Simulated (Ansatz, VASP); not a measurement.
## Two plane-wave programs on Se

```
Se
1.0
     4.12302    0.00000    0.00000
    -2.06151    3.57064    0.00000
     0.00000    0.00000    4.99215
Se
3
Cartesian
  1.0198 0.0000 1.6641
  -0.5099 0.8832 3.3281
  1.5516 2.6875 0.0000
```

Alike in both runs: task single point; functional PBE; dispersion D3(BJ); k mesh 12 × 12 × 8; occupations gaussian, width 0.05 eV; no spin polarisation.

|  | VASP | Ansatz |
| --- | --- | --- |
| version | VASP 6.6.1 | Ansatz 0.2.0 |
| potentials or method | VASP PAW PBE potentials, release 64 (Se), cutoff 520 eV | scalar-relativistic, plane waves, PAW |
| valence electrons in the cell | 18 | 48 |

VASP gave:

| Quantity | Value |
| --- | --- |
| gap on the k mesh at the Fermi level (eV) | 0.72 |
| least direct gap on the mesh (eV) | 0.84 |
| pressure (GPa) | 0.9 |
| traceless stress, the component that is largest in VASP (GPa) | 1.20 |
| rms of the force components (eV/Å) | 0.030 |

Task: Which values does Ansatz return?

Result: gap on the k mesh at the Fermi level (eV): 0.73; least direct gap on the mesh (eV): 0.85; pressure (GPa): 0.8; traceless stress, the component that is largest in VASP (GPa): 1.16; rms of the force components (eV/Å): 0.017.

Atom by atom the forces differ by 0.013 eV/Å (rms over components). VASP's potentials hold 18 valence electrons a cell and Ansatz's 48, so a difference there can come from the potentials and not from the codes.
